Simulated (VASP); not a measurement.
CaO, 2 atoms in the cell. Symmetry: Fm-3m, No. 225, cubic system. Conventional cell: a = 4.807 Å, b = 4.807 Å, c = 4.807 Å, α = 90.00°, β = 90.00°, γ = 90.00°. Ca (site symmetry m-3m) has 6 O at 2.40 Å within 3.2 Å. Within 3.2 Å of O (site symmetry m-3m) lie 6 Ca at 2.40 Å. 

| Property | Result |
| --- | --- |
| Program | VASP 6.6.1 |
| Task | relaxation of cell and atoms |
| Functional | PBEsol |
| Potentials or basis | VASP PAW PBE potentials, release 64 (Ca_sv, O) |
| Cutoff | 600 eV |
| k mesh | 10 × 10 × 10 |
| Occupations | fermi-dirac, width 0.05 eV |
| Spin | no spin polarisation |
| Dipole correction | no |
| Further INCAR settings | ALGO = Normal; EDIFF = 1e-06; IBRION = 2; EDIFFG = -0.005; NSW = 80; ISIF = 3 |

Potentials or basis: VASP PAW PBE potentials, release 64 (Ca_sv, O).

The run is started by

```console
$ cat potpaw_PBE.64/Ca_sv/POTCAR potpaw_PBE.64/O/POTCAR > POTCAR
$ mpirun -np 1 vasp_std > vasp.out
```

Hardware: 1 thread of AMD EPYC 9R45 96-Core Processor (Zen 5), with other jobs on the host.

Problem. Estimate the wall time of this run.

Solution. Run time: 32 s on 1 thread of AMD EPYC 9R45 96-Core Processor (Zen 5), with other jobs on the host, peak memory 0.15 GiB. Counts: scf iterations 30, k points 47, ion steps 3.
